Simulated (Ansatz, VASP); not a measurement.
## Two plane-wave programs on TeOs

Contents of INCAR:

```
SYSTEM = TeOs
ALGO = Normal
EDIFF = 1E-6
EDIFFG = -0.04
ENCUT = 600
GGA = PE
IBRION = 2
ISIF = 3
ISMEAR = 0
LASPH = .TRUE.
LCHARG = .FALSE.
LREAL = .FALSE.
LWAVE = .FALSE.
NELM = 80
NSW = 90
PREC = Accurate
SIGMA = 0.1
```

KPOINTS

```
k-points
0
G
  4 4 4
  0 0 0
```

Contents of POSCAR:

```
TeOs
1.0
    0.0000000000      3.6759485008      3.6759485008
    3.6759485008      0.0000000000      3.6759485008
    3.6759485008      3.6759485008      0.0000000000
Te Os
2 2
Direct
    0.5000000000      0.5000000000      0.5000000000
    0.7500000000      0.7500000000      0.7500000000
    0.0000000000      0.0000000000      0.0000000000
    0.2500000000      0.2500000000      0.2500000000
```

Input for Ansatz:

```yaml
crystal:
  lattice:
    - [0.0, 3.6759485008, 3.6759485008]
    - [3.6759485008, 0.0, 3.6759485008]
    - [3.6759485008, 3.6759485008, 0.0]
  atoms:
    - { symbol: Te, position: [0.5, 0.5, 0.5] }
    - { symbol: Te, position: [0.75, 0.75, 0.75] }
    - { symbol: Os, position: [0.0, 0.0, 0.0] }
    - { symbol: Os, position: [0.25, 0.25, 0.25] }
basis:
  ecutwfc: 420
kpoints:
  mp_grid: { grid: [4, 4, 4] }
hamiltonian:
  xc: pbe
scf:
  occupations: { method: gaussian, width: 0.1 }
  lower_state_search: "off"
output:
  forces: true
  stress: true
  eigenvalues: true
relax:
  adjacent_minimum: "off"
  f_tol: 0.04
  max_steps: 70
  cell: { stress_tol: 0.4 }
```

Alike in both runs: task relaxation of cell and atoms; functional PBE; k mesh 4 × 4 × 4; occupations gaussian, width 0.1 eV; no spin polarisation.

|  | VASP | Ansatz |
| --- | --- | --- |
| version | VASP 6.6.1 | Ansatz 0.2.0 |
| potentials or method | VASP PAW PBE potentials, release 64 (Te, Os), cutoff 600 eV | scalar-relativistic, plane waves, PAW |
| valence electrons in the cell | 28 | 64 |

|  | VASP | Ansatz | Ansatz less VASP |
| --- | --- | --- | --- |
| gap on the k mesh at the Fermi level, each at its own relaxed structure (eV) | none | none | - |
| relaxed volume (Å³/atom) | 19.26 | 19.29 | +0.030 |
| relaxed cell length with the largest relative difference (Å) | 4.776 | 4.779 | +0.0025 |

A gap of «none» marks a metal or a gap that the smearing closes. VASP's potentials hold 28 valence electrons a cell and Ansatz's 64, so a difference there can come from the potentials and not from the codes.

The k mesh is coarse, so the values compare programs but aren't converged. Spin-orbit coupling is off throughout. Noted on VASP's run: the volume moved by over 15 % at a fixed basis, so the end points are rough.
